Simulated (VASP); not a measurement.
Runs of VASP 6.6.1 on Ga2SnO3. The structure is that of space group I4/mmm (No. 139), or close to it. The cells are those of the table. The cell was generated, and may not be a known phase.

| task | cell | k mesh | cutoff (eV) | gap on the mesh (eV) | pressure (GPa) |
| --- | --- | --- | --- | --- | --- |
| single point | a = 6.307 Å, angles 108.4, 108.4, 111.7°, 6 atoms | 4 × 4 × 4 | 520 | none | (a) |
| single point | a = 5.302 Å, angles 119.6, 119.6, 90.8°, 6 atoms | 10 × 10 × 10 | 520 | none | 0.1 |
| single point | a = 5.306 Å, angles 119.9, 119.9, 90.2°, 6 atoms | 4 × 4 × 4 | 520 | none | -0.1 |
| relaxation of cell and atoms | relaxed from a = 6.307 Å, angles 108.4, 108.4, 111.7°, 6 atoms | 4 × 4 × 4 | 600 | none | -0.3 |

Alike in all rows: level PBE; potentials or basis VASP PAW PBE potentials, release 64 (Ga_d, Sn_d, O); no spin polarisation; smearing gaussian 0.1 eV.

Fill in the values left out.

(a) -2.2.

Caveats: some runs use coarse meshes; spin-orbit coupling is left out, which moves the levels of the heavy elements.

A k mesh can miss the band edges, and the runs leave out spin-orbit coupling on Ga, Sn.

A gap of «none» marks levels without a gap at the run's occupations.
